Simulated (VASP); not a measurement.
Ru:

```
Ru
1.0
     2.70580    0.00000    0.00000
    -1.35290    2.34329    0.00000
     0.00000    0.00000    4.28190
Ru
2
Direct
  0.33333 0.66667 0.25000
  0.66667 0.33333 0.75000
```

Base run:

```yaml
Program: VASP 6.6.1
Functional: r2SCAN
Potentials_or_basis: VASP PAW PBE potentials, release 64 (Ru_pv)
Cutoff: 550 eV
k_mesh: 14 × 14 × 8
Occupations: fermi-dirac, width 0.5 eV
Spin: no spin polarisation
```

Its results: band gap on the k mesh zero (bands 14 and 15 overlap by 3.27 eV); pressure 7.1 GPa.

Problem. The run is repeated on the same cell with these changes: occupations from fermi-dirac, width 0.5 eV to fermi-dirac, width 0.2 eV. What comes out?

Solution. Band gap on the k mesh zero (bands 14 and 15 overlap by 3.27 eV); pressure 0.4 GPa.

Caveats: the PAW data sets were made with another functional, which shifts forces and pressure a little; the cell stands under pressure (at least some runs); so wide a smearing shifts energies and pressures (at least some runs); an empty level that is flat over the whole mesh can mark a ghost state of the potentials, or a narrow d or f band (at least some runs).
